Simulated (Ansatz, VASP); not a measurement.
# Two plane-wave programs on CuSi8O16

```xyz
25
Lattice="-4.1797 -4.1797 0.0000 4.1797 -4.1797 0.0000 0.0000 0.0000 5.3338" Properties=species:S:1:pos:R:3 pbc="T T T"
Si   -0.0702   -4.3131    0.0312
Si    2.1531   -2.1238    1.3902
Si   -0.0419   -4.2271    2.7274
Si    2.0774   -2.1189    4.0074
Si   -0.0046    0.1345   -0.0423
Si   -2.2253   -2.0556    1.4242
Si    0.0160    0.0201    2.7081
Si   -2.0832   -2.0182    4.0374
O     1.3525   -2.9939    0.0083
O     0.9478   -0.6895    1.4099
O    -1.2989   -5.5240    0.0146
O     3.4153   -3.3348    1.3692
O     1.2502   -2.9351    2.6855
O     0.8454   -0.7925    4.0265
O    -1.2939   -5.5060    2.7240
O     3.4425   -3.2321    3.9565
O    -2.9279   -2.8492   -0.0004
O     0.7855   -5.0270    1.3817
O    -1.4405   -0.8815   -0.2260
O    -0.9264   -3.6775    1.4191
O    -2.8941   -2.8776    2.7437
O     0.7174   -5.0308    4.0155
O    -1.2926   -1.1809    2.7629
O    -0.8417   -3.3721    4.0477
Cu   -0.2086   -2.0470    0.6796
```

Alike in both runs: functional PBE; k mesh 2 × 2 × 3; occupations gaussian, width 0.02 eV; collinear spin.

Ansatz relaxed the structure, and its values are those at the end. VASP's run is a single point on that final structure, the one shown.

|  | VASP | Ansatz |
| --- | --- | --- |
| version | VASP 6.6.1 | Ansatz 0.2.0 |
| potentials or method | VASP PAW PBE potentials, release 64 (Si, O, Cu), cutoff 520 eV | scalar-relativistic, plane waves, PAW |
| valence electrons in the cell | 139 | 147 |

```csv
,VASP,Ansatz,Ansatz less VASP
rms of the force components (eV/Å),0.019,0.011,-0.0089
net moment per atom (μB),0.03,0.03,0.000
size of the moment on the site where the two differ most (μB),0.21,0.09,-0.118
```

Site moments also hang on the region over which each program counts them. VASP's potentials hold 139 valence electrons a cell and Ansatz's 147, so a difference there can come from the potentials and not from the codes. Ansatz's warnings: filled band counts differ across k points, seeded moment not kept.

The k mesh is coarse, so the values compare programs but aren't converged.
